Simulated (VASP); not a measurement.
Runs of VASP 6.6.1 on Pd. The structure is that of space group Fm-3m (No. 225), or close to it. The cells are those of the table. 

```tsv
cell	k mesh	gap on the mesh (eV)	pressure (GPa)	moment (μB)
a = 2.716 Å, angles 60.0°, 1 atom	23 × 23 × 23	none	0.0	0.00
a = 2.820 Å, angles 60.0°, 1 atom	23 × 23 × 23	none	-18.8	0.01
a = 2.786 Å, angles 60.0°, 1 atom	23 × 23 × 23	none	-14.1	0.00
a = 2.716 Å, angles 60.0°, 1 atom	20 × 20 × 20	none	0.0	0.00
a = 2.751 Å, angles 60.0°, 1 atom	23 × 23 × 23	none	(a)	0.00
```

Alike in all rows: task single point; level LDA; potentials or basis VASP PAW LDA potentials, release 64 (Pd); spin collinear; cutoff (eV) 520; smearing fermi-dirac 0.05 eV.

Question: Fill in the values left out.

Answer: (a) -8.0.

Caveats: the cell stands under tension (at least some runs).

A k mesh can miss the band edges, and the runs leave out spin-orbit coupling on Pd.

A gap of «none» marks levels without a gap at the run's occupations.
